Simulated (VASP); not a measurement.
Input of a VASP 6.6.1 run:

The input INCAR:

```
SYSTEM = Sb
ALGO = Normal
EDIFF = 1E-7
ENCUT = 520
GGA = PE
ISIF = 2
ISMEAR = 0
LASPH = .True.
LCHARG = .False.
LREAL = .False.
LWAVE = .False.
NBANDS = 12
NELM = 80
PREC = Accurate
SIGMA = 0.1
```

File KPOINTS:

```
k-points
0
Gamma
  18 18 18
  0 0 0
```

POSCAR

```
Sb
1.0
    2.1935110265      1.2664241816      3.9392723675
   -2.1935110265      1.2664241816      3.9392723675
    0.0000000000     -2.5328483632      3.9392723675
Sb
2
Direct
    0.2310881160      0.2310881160      0.2310881160
    0.7689118840      0.7689118840      0.7689118840
```

Potentials or basis: VASP PAW PBE potentials, release 64 (Sb).

Launch:

```bash
$ cat potpaw_PBE.64/Sb/POTCAR > POTCAR
$ mpirun -np 1 vasp_std > vasp.out
```

Estimate the pressure.

-0.7 GPa.

What does it give for the largest force?

0.030 eV/Å.

Forces on the atoms (eV/Å):
```
Sb   0.000  0.000  0.030
Sb   0.000  0.000 -0.030
```
